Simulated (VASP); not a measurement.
Wanted: the native input for a VASP 6.6.1 run.

```
Task                   : single point
Functional             : PBE
Potentials or basis    : VASP PAW PBE potentials, release 64 (Gd)
Cutoff                 : 520 eV
k mesh                 : 18 × 18 × 18
Occupations            : fermi-dirac, width 0.08 eV
Spin                   : collinear spin, ferromagnetic start
Starting moments       : [7.0] μB
Dipole correction      : no
Further INCAR settings : ALGO = Normal; EDIFF = 1e-06; NBANDS = 19
```

The structure of Gd lies in POSCAR:

```
Gd
1.0
   -1.5358798905      1.5358798905      1.5358798905
    1.5358798905     -1.5358798905      1.5358798905
    1.5358798905      1.5358798905     -1.5358798905
Gd
1
Direct
    0.0000000000      0.0000000000      0.0000000000
```

One way to write it, as run:

INCAR

```
PREC = Accurate ; ENCUT = 520
EDIFF = 1E-6 ; ISMEAR = -1
SIGMA = 0.08 ; LREAL = False
LASPH = True ; NELM = 150
ALGO = Normal ; ISIF = 2
LWAVE = False ; LCHARG = False
ISPIN = 2 ; MAGMOM = 7
LORBIT = 11 ; LMAXMIX = 6
GGA = PE ; NBANDS = 19
```

KPOINTS

```
regular mesh
0
Gamma
  18 18 18
```

Potentials or basis: VASP PAW PBE potentials, release 64 (Gd).

The run is started by

```bash
$ cat potpaw_PBE.64/Gd/POTCAR > POTCAR
$ mpirun -np 1 vasp_std > vasp.out
```

It gave:

* Pressure: 101.6 GPa
* Net moment: 6.74 μB per cell
* Site moments: Gd +6.53 μB
* Valence electrons inside the program's atomic spheres: Gd 16.12

It took 3.7 min on 1 thread of Oxide Virtual Turin-like Processor, with other jobs on the host, peak memory 0.18 GiB.
